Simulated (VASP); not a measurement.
# Mo (Im-3m) in VASP: settings compared

Mo is run at these levels: HSE06, PBE, PBE0; tasks: single point, relaxation of cell and atoms.

Program: VASP 6.6.1. These are calculated values, not measurements. Logs are shortened: lines on timing, memory, paths and dates and some standing lists are left out, and cuts for length are marked.

## 1. The cell of the first run

Symmetry: Im-3m, No. 229, cubic system. The conventional cell has a = 3.125 Å, b = 3.125 Å, c = 3.125 Å, α = 90.00°, β = 90.00°, γ = 90.00°. Mo (site symmetry m-3m) has 14 Mo at 2.71 to 3.12 Å within 3.6 Å.

## 2. Single point, HSE06

Input file POSCAR:

```
Mo
1.0
   -1.5624035240      1.5624035240      1.5624035240
    1.5624035240     -1.5624035240      1.5624035240
    1.5624035240      1.5624035240     -1.5624035240
Mo
1
Direct
    0.0000000000      0.0000000000      0.0000000000
```

Input file INCAR.step1:

```
PREC = Accurate ; ENCUT = 520
EDIFF = 1E-5 ; ISMEAR = -1
SIGMA = 0.05 ; LREAL = F
LASPH = T ; NELM = 60
ALGO = Normal ; ISIF = 2
LWAVE = T ; LCHARG = F
NBANDS = 13 ; GGA = PE
```

Input file INCAR.step2:

```
PREC = Accurate ; ENCUT = 520
EDIFF = 1E-7 ; ISMEAR = -1
SIGMA = 0.05 ; LREAL = F
LASPH = T ; NELM = 60
ALGO = Normal ; ISIF = 2
LWAVE = F ; LCHARG = F
GGA = PE ; LHFCALC = T
HFSCREEN = 0.2079 ; PRECFOCK = Normal
NBANDS = 13 ; ISTART = 1
```

Input file KPOINTS:

```
Automatic mesh
0
Gamma
  8 8 8
```

Potentials or basis: VASP PAW PBE potentials, release 64 (Mo_sv).

Started as:

```console
> cat potpaw_PBE.64/Mo_sv/POTCAR > POTCAR
> cp INCAR.step1 INCAR
> mpirun -np 1 vasp_std > vasp.out
> cp INCAR.step2 INCAR
> mpirun -np 1 vasp_std > vasp.out
```

OUTCAR:

```text
PREC = Accurate
   ENCUT = 520
   EDIFF = 1E-7
   ISMEAR = -1
   LREAL = F
   LASPH = T
   NELM = 60
   ISIF = 2
   GGA = PE
   LHFCALC = T
   HFSCREEN = 0.2079
   PRECFOCK = Normal
   ISTART = 1

 ion  position               nearest neighbor table
   1  0.000  0.000  0.000-

  LATTYP: Found a body centered cubic cell.
 ALAT       =     3.1248070480

  Lattice vectors:

 A1 = (  -1.5624035240,   1.5624035240,   1.5624035240)
 A2 = (   1.5624035240,  -1.5624035240,   1.5624035240)
 A3 = (   1.5624035240,   1.5624035240,  -1.5624035240)

Analysis of symmetry for initial positions (statically):
=====================================================================
 Subroutine PRICEL returns:
 Original cell was already a primitive cell.

 Routine SETGRP: Setting up the symmetry group for a
 body centered cubic supercell.

 Subroutine GETGRP returns: Found 48 space group operations
 (whereof 48 operations were pure point group operations)
 out of a pool of 48 trial point group operations.

The static configuration has the point symmetry O_h .

Analysis of symmetry for dynamics (positions and initial velocities):
=====================================================================
 Subroutine PRICEL returns:
 Original cell was already a primitive cell.

 Routine SETGRP: Setting up the symmetry group for a
 body centered cubic supercell.

 Subroutine GETGRP returns: Found 48 space group operations
 (whereof 48 operations were pure point group operations)
 out of a pool of 48 trial point group operations.

The dynamic configuration has the point symmetry O_h .

 Subroutine INISYM returns: Found 48 space group operations
 (whereof 48 operations are pure point group operations),
 and found     1 'primitive' translations

----------------------------------------------------------------------------------------

                                     Primitive cell

  volume of cell :      15.2560

  direct lattice vectors                    reciprocal lattice vectors
    -1.562403524  1.562403524  1.562403524     0.000000000  0.320019760  0.320019760
     1.562403524 -1.562403524  1.562403524     0.320019760  0.000000000  0.320019760
     1.562403524  1.562403524 -1.562403524     0.320019760  0.320019760  0.000000000

  length of vectors
     2.706162285  2.706162285  2.706162285     0.452576284  0.452576284  0.452576284

  position of ions in fractional coordinates (direct lattice)
     0.000000000  0.000000000  0.000000000

  ion indices of the primitive-cell ions
   primitive index   ion index
                 1           1

----------------------------------------------------------------------------------------

 KPOINTS: Automatic mesh

Automatic generation of k-mesh.
 Grid dimensions read from file:
 generate k-points for:    8    8    8

 Generating k-lattice:

  Cartesian coordinates                     Fractional coordinates (reciprocal lattice)
     0.000000000  0.040002470  0.040002470     0.125000000  0.000000000  0.000000000
     0.040002470  0.000000000  0.040002470     0.000000000  0.125000000  0.000000000
     0.040002470  0.040002470  0.000000000     0.000000000  0.000000000  0.125000000

  Length of vectors
     0.056572036  0.056572036  0.056572036

  Shift w.r.t. Gamma in fractional coordinates (k-lattice)
     0.000000000  0.000000000  0.000000000

 Subroutine IBZKPT returns following result:
 ===========================================

 Found     29 irreducible k-points:

 Following reciprocal coordinates:
            Coordinates               Weight
  0.000000  0.000000  0.000000      1.000000
  0.125000  0.000000  0.000000     12.000000
  0.250000  0.000000  0.000000     12.000000
  0.375000  0.000000  0.000000     12.000000
  0.500000  0.000000  0.000000      6.000000
  0.125000  0.125000  0.000000     24.000000
[... 16 lines left out ...]
 -0.250000  0.250000  0.250000      6.000000
 -0.375000  0.375000  0.250000     24.000000
 [... further k-points ...]
   k-points           NKPTS =     29   k-points in BZ     NKDIM =    512   number of bands    NBANDS=     13
   number of dos      NEDOS =    301   number of ions     NIONS =      1
   total plane-waves  NPLWV =   8000
   dimension x,y,z NGX =    20 NGY =   20 NGZ =   20
   dimension x,y,z NGXF=    40 NGYF=   40 NGZF=   40
   ions per type =               1
   NGX,Y,Z   is equivalent  to a cutoff of  12.29, 12.29, 12.29 a.u.
   NGXF,Y,Z  is equivalent  to a cutoff of  24.57, 24.57, 24.57 a.u.
 SYSTEM =  unknown system
   PREC   = accura    normal or accurate (medium, high low for compatibility)
   ISTART =      1    job   : 0-new  1-cont  2-samecut
   ICHARG =      0    charge: 1-file 2-atom 10-const
   ISPIN  =      1    spin polarized calculation?
   LNONCOLLINEAR =      F non collinear calculations
   LSORBIT =      F    spin-orbit coupling
   LASPH  =      T    aspherical Exc in radial PAW
   ENCUT  =  520.0 eV  38.22 Ry    6.18 a.u.   5.03  5.03  5.03*2*pi/ulx,y,z
   NELM   =     60;   NELMIN=  2; NELMDL=  0     # of ELM steps
   EDIFF  = 0.1E-06   stopping-criterion for ELM
   LREAL  =      F    real-space projection
   EDIFFG = 0.1E-05   stopping-criterion for IOM
   NSW    =      0    number of steps for IOM
   IBRION =     -1    ionic relax: 0-MD 1-quasi-New 2-CG
   NFREE  =      0    steps in history (QN), initial steepest desc. (CG)
   ISIF   =      2    stress and relaxation
   ISYM   =      3    0-nonsym 1-usesym 2-fastsym
   POTIM  = 0.5000    time-step for ionic-motion
   TEBEG  =    0.0;   TEEND  =   0.0 temperature during run
   PSTRESS=    0.0 pullay stress
   NELECT =      14.0000    total number of electrons
   NUPDOWN=      -1.0000    fix difference up-down
   EMIN   =  10.00;   EMAX   =-10.00  energy-range for DOS
   EFERMI =   0.00;   METHOD = LEGACY
   ISMEAR =    -1;   SIGMA  =   0.05  broadening in eV -4-tet -1-fermi 0-gaus
   EFERMI_NEDOS =   21; number of points for ismear=-14 and -15
   IALGO  =     38    algorithm
   IMIX   =      1    mixing-type and parameters
     AMIX     =   0.40;   BMIX     =  1.00
     AMIX_MAG =   1.60;   BMIX_MAG =  1.00
  volume/ion in A,a.u.               =      15.26       102.95
  Fermi-wavevector in a.u.,A,eV,Ry     =   1.590881  3.006329 34.435008  2.530902
  Thomas-Fermi vector in A             =   2.689507
   LORBIT       =      0    0 simple, 1 ext, 2 COOP (PROOUT), +10 PAW based schemes
   GGA     = PE    functional components
   LHFCALC =     T    Hartree Fock is set to
   PRECFOCK=normal    Normal, Fast or Accurate (Low or Medium for compatibility)
   ENCUT4O =  -1.0   cutoff for four orbital integrals eV
   NKREDX  =     1    reduce k-point grid by
   NKREDY  =     1    reduce k-point grid by
   NKREDZ  =     1    reduce k-point grid by
   AEXX    =    0.2500 exact exchange contribution
   HFSCREEN=    0.2079 screening length (either q_TF or 0.3 A-1)
   HFSCREENC=   0.2079 screening length for correlation (either q_TF or 0.3 A-1)
   ENCUTFOCK=  -1.0 apply spherical cutoff to Coloumb kernel
   IVDW    =     0    specifies the selected vdW correction
   LEPSILON=     F    determine dielectric tensor
   LRPA    =     F    only Hartree local field effects (RPA)
 non-spin polarized calculation
  energy-cutoff  :      520.00
  volume of cell :       15.26
 maximum number of plane-waves:       427
  NGX = 16; NGY = 16; NGZ = 16

 number of electron      13.9999997 magnetization

 Free energy of the ion-electron system (eV)
  ---------------------------------------------------
  ext. energy  EPLUGINS =         0.00000000
  ---------------------------------------------------
  free energy    TOTEN  =       -12.87263832 eV

  energy without entropy =      -12.87073738  energy(sigma->0) =      -12.87168785

 E-fermi :  12.7770     XC(G=0): -11.0299

 val. band max:       12.6702152984   @ k =   0.3750   0.0000   0.0000
 cond. band min:      12.9220409805   @ k =  -0.2500   0.2500   0.1250
 fundamental gap:      0.2518256822
 Fermi energy:        12.7770269876

 k-point     1 :       0.0000    0.0000    0.0000
  band No.  band energies     occupation
      1     -52.6562      2.00000
      2     -24.3163      2.00000
      3     -24.3163      2.00000
      4     -24.3163      2.00000
      5       4.3850      2.00000
      6      11.1461      2.00000
      7      11.1461      2.00000
      8      11.1461      2.00000
      9      15.3629      0.00000
     10      15.3629      0.00000
     11      28.6469      0.00000
     12      28.6469      0.00000
     13      28.6469      0.00000

 k-point     2 :       0.1250    0.0000    0.0000
  band No.  band energies     occupation
      1     -52.6092      2.00000
      2     -24.5862      2.00000
      3     -24.3977      2.00000
      4     -24.3158      2.00000
      5       5.1437      2.00000
      6      10.7012      2.00000
      7      11.0523      2.00000
      8      11.9528      2.00000
      9      14.7949      0.00000
     10      15.3514      0.00000
     11      29.1369      0.00000
     12      29.8915      0.00000
     13      30.0041      0.00000

 k-point     3 :       0.2500    0.0000    0.0000
  band No.  band energies     occupation
      1     -52.4942      2.00000
      2     -25.2093      2.00000
      3     -24.5881      2.00000
      4     -24.3149      2.00000
      5       6.6286      2.00000
      6       9.7636      2.00000
      7      10.9357      2.00000
      8      14.1202      0.00000
      9      14.6079      0.00000
     10      15.4579      0.00000
     11      28.7761      0.00000
     12      30.5043      0.00000
     13      33.1607      0.00000
[... 305 lines left out ...]
 k-point    23 :      -0.2500    0.2500    0.2500
  band No.  band energies     occupation
      1     -52.3558      2.00000
      2     -25.2352      2.00000
      3     -24.8826      2.00000
      4     -24.8826      2.00000
      5       8.3963      2.00000
      6       9.9330      2.00000
      7      12.0840      2.00000
      8      12.0840      2.00000
      9      13.8570      0.00000
     10      17.2034      0.00000
     11      29.3023      0.00000
     12      32.8456      0.00000
     13      33.1657      0.00000

 k-point    24 :      -0.3750    0.3750    0.2500
  band No.  band energies     occupation
      1     -52.2562      2.00000
      2     -25.5782      2.00000
      3     -25.0814      2.00000
      4     -24.9292      2.00000
      5       8.2651      2.00000
      6       8.9290      2.00000
      7      12.0449      2.00000
      8      13.1668      0.00082
      9      16.2574      0.00000
     10      18.7309      0.00000
     11      28.0873      0.00000
     12      30.2235      0.00000
     13      31.2841      0.00000

 [... further k-points ...]

------------------------ aborting loop because EDIFF is reached ----------------------------------------

  FORCE on cell =-STRESS in cart. coord.  units (eV):
  Direction    XX          YY          ZZ          XY          YZ          ZX
  --------------------------------------------------------------------------------------
  -------------------------------------------------------------------------------------
  Total        0.5268207      0.5268207      0.5268207      0.0000000     -0.0000000      0.0000000
  in kB       55.3265773     55.3265773     55.3265773      0.0000000     -0.0000000      0.0000000
  external PRESSURE =      55.3265773 kB  Pullay stress =       0.0000000 kB

 VOLUME and BASIS-vectors are now :
 -----------------------------------------------------------------------------
  energy-cutoff  :      520.00
  volume of cell :       15.26
      direct lattice vectors                 reciprocal lattice vectors
    -1.562403524  1.562403524  1.562403524     0.000000000  0.320019760  0.320019760
     1.562403524 -1.562403524  1.562403524     0.320019760  0.000000000  0.320019760
     1.562403524  1.562403524 -1.562403524     0.320019760  0.320019760  0.000000000

 POSITION                                       TOTAL-FORCE (eV/Angst)
 -----------------------------------------------------------------------------------
      0.00000      0.00000      0.00000         0.000000     -0.000000      0.000000
 -----------------------------------------------------------------------------------
    total drift:                                0.000000      0.000000      0.000000

  FREE ENERGIE OF THE ION-ELECTRON SYSTEM (eV)
  ---------------------------------------------------
  free  energy   TOTEN  =       -12.8726383186 eV

  energy  without entropy=      -12.8707373778  energy(sigma->0) =      -12.87168785
```

It took 57 min on 1 thread of Intel Xeon Platinum 8259CL at 2.50GHz (Skylake/Cascade Lake), shared host; peak memory 0.24 GiB.

Results:

* Free energy: -12.8726 eV
* Pressure: 5.5 GPa
* Band gap on the k mesh: zero (bands 7 and 8 overlap by 6.41 eV)

Caveat: the cell stands under pressure; the PAW data sets were made with another functional, which shifts forces and pressure a little.

## 3. Single point, PBE

This run uses another cell than the first one, of 15.89 Å³/atom.

Input file INCAR:

```
PREC = Accurate ; ENCUT = 520
EDIFF = 1E-7 ; ISMEAR = 1
SIGMA = 0.1 ; LREAL = F
LASPH = T ; ALGO = Normal
NELM = 100 ; ISIF = 2
LWAVE = F ; LCHARG = F
```

Input file KPOINTS:

```
k-points
0
Gamma
  10 10 10
```

Input file POSCAR:

```
Mo
1.0
   -1.5838089719      1.5838089719      1.5838089719
    1.5838089719     -1.5838089719      1.5838089719
    1.5838089719      1.5838089719     -1.5838089719
Mo
1
Direct
    0.0000000000      0.0000000000      0.0000000000
```

Potentials or basis: VASP PAW PBE potentials, release 64 (Mo_sv).

Started as:

```console
> cat potpaw_PBE.64/Mo_sv/POTCAR > POTCAR
> mpirun -np 1 vasp_std > vasp.out
```

It took 6.5 s on 1 thread of Intel Xeon Platinum 8259CL at 2.50GHz (Skylake/Cascade Lake), shared host; peak memory 0.12 GiB.

It converged, with:

* Free energy: -10.9178 eV
* Pressure: -1.7 GPa
* Band gap on the k mesh: zero (bands 7 and 8 overlap by 5.23 eV)

Levels at points of the mesh, in eV from the Fermi level:
| k point | band 4 | band 5 | band 6 | band 7 | band 8 | band 9 | band 10 | band 11 |
| --- | --- | --- | --- | --- | --- | --- | --- | --- |
| (0.00, 0.00, 0.00) | -34.68 | -7.31 | -1.44 | -1.44 | -1.44 | 1.52 | 1.52 | 14.68 |
| (0.50, 0.00, 0.00) | -34.69 | -5.34 | -3.44 | 1.44 | 1.54 | 2.16 | 4.53 | 11.28 |
| (0.50, 0.50, 0.50) | -35.60 | -5.43 | -5.43 | 3.78 | 3.78 | 3.78 | 8.81 | 8.81 |

## 4. Relaxation of cell and atoms, PBE, non-collinear spin, zero start, spin-orbit coupling (15.10 Å³/atom)

This run uses another cell than the first one, of 15.10 Å³/atom.

Input file POSCAR:

```
Mo
1.0
   -1.5569595651      1.5569595651      1.5569595651
    1.5569595651     -1.5569595651      1.5569595651
    1.5569595651      1.5569595651     -1.5569595651
Mo
1
Direct
    0.0000000000      0.0000000000      0.0000000000
```

Input file INCAR.step1:

```
GGA = PE
LSORBIT = T
MAGMOM = 0 0 0
LORBIT = 11
ISMEAR = -1
SIGMA = 0.02
LWAVE = F
LCHARG = F
NSW = 80
PREC = Accurate
LASPH = T
LREAL = F
ALGO = Normal
EDIFF = 1E-7
NELM = 200
GGA_COMPAT = F
IBRION = 2
ISIF = 3
EDIFFG = -0.002
NELMIN = 4
ENCUT = 640
LMAXMIX = 4
KPAR = 2
POTIM = 0.5
```

Input file INCAR.step4:

```
GGA = PE
LSORBIT = T
MAGMOM = 0 0 0
LORBIT = 11
ISMEAR = -1
SIGMA = 0.02
LWAVE = F
LCHARG = F
PREC = Accurate
LASPH = T
LREAL = F
ALGO = Normal
EDIFF = 1E-7
NELM = 200
GGA_COMPAT = F
ISIF = 2
ENCUT = 640
LMAXMIX = 4
KPAR = 2
```

Input file KPOINTS:

```
Automatic mesh
0
Gamma
  16 16 16
  0 0 0
```

Started as:

```console
> cat potpaw_PBE.64/Mo_sv/POTCAR > POTCAR
> cp INCAR.step1 INCAR
> cp POSCAR.step1 POSCAR
> mpirun -np 2 vasp_ncl > vasp.out
> cp CONTCAR POSCAR
> mpirun -np 2 vasp_ncl > vasp.out
> cp CONTCAR POSCAR
> mpirun -np 2 vasp_ncl > vasp.out
> cp CONTCAR POSCAR
> cp INCAR.step4 INCAR
> mpirun -np 2 vasp_ncl > vasp.out
```

It took 4.8 min on 2 MPI ranks of Intel Xeon 6975P-C (Granite Rapids), shared host; peak memory 0.25 GiB.

The run converged. Its results:

| Item | Value |
| --- | --- |
| Free energy | -11.0438 eV |
| Relaxed volume | 15.81 Å³/atom |
| Relaxed cell | a = 2.738 Å, b = 2.738 Å, c = 2.738 Å, α = 109.47°, β = 109.47°, γ = 109.47° |
| Space group after relaxing (to 0.1 Å) | Im-3m (No. 229) |
| Energy gained by relaxing | 28.8 meV/atom |
| Ionic steps | 20 |
| Pressure after relaxing | 0.0 GPa |
| Net moment | 0.00 μB per cell |
| Valence electrons inside the program's atomic spheres | Mo 12.48 |

The path:
| step | energy change (eV) | largest force (eV/Å) | pressure (GPa) | volume (Å³) |
| --- | --- | --- | --- | --- |
| 1 | 0.0000 | 0.0000 | 13.26 | 15.10 |
| 2 | 0.1669 | 0.0000 | -25.39 | 17.99 |
| 3 | -0.0281 | 0.0000 | -0.61 | 15.84 |
| 4 | -0.0282 | 0.0000 | -0.03 | 15.81 |
| 5 | -0.0282 | 0.0000 | 0.21 | 15.80 |
| 6 | -0.0282 | 0.0000 | 0.20 | 15.80 |
| 7 | -0.0282 | 0.0000 | 0.16 | 15.80 |
| 8 | -0.0282 | 0.0000 | 0.16 | 15.80 |
| 9 | -0.0282 | 0.0000 | 0.16 | 15.80 |
| 10 | -0.0282 | 0.0000 | 0.16 | 15.80 |
| 11 | -0.0282 | 0.0000 | 0.16 | 15.80 |
| 12 | -0.0282 | 0.0000 | 0.15 | 15.80 |
| 13 | -0.0282 | 0.0000 | 0.14 | 15.80 |
| 14 | -0.0282 | 0.0000 | 0.10 | 15.80 |
| 15 | -0.0282 | 0.0000 | 0.03 | 15.81 |
| 16 | -0.0282 | 0.0000 | 0.00 | 15.81 |
| 17 | -0.0288 | 0.0000 | 0.03 | 15.81 |
| 18 | -0.0288 | 0.0000 | -0.08 | 15.81 |
| 19 | -0.0288 | 0.0000 | 0.00 | 15.81 |
| 20 | -0.0288 | 0.0000 | 0.00 | 15.81 |

Final structure:
```cif
data_structure
_symmetry_space_group_name_H-M 'P 1'
_symmetry_Int_Tables_number 1
_cell_length_a 2.7385
_cell_length_b 2.7385
_cell_length_c 2.7385
_cell_angle_alpha 109.471
_cell_angle_beta 109.471
_cell_angle_gamma 109.471
_cell_volume 15.81
loop_
_atom_site_label
_atom_site_type_symbol
_atom_site_fract_x
_atom_site_fract_y
_atom_site_fract_z
_atom_site_occupancy
Mo1 Mo 0.00000 0.00000 0.00000 1
```

Moments on the atoms (μB; x, y, z):
```
Mo  0.00 0.00 0.00
```

(Part 1 of 2 ends here.)
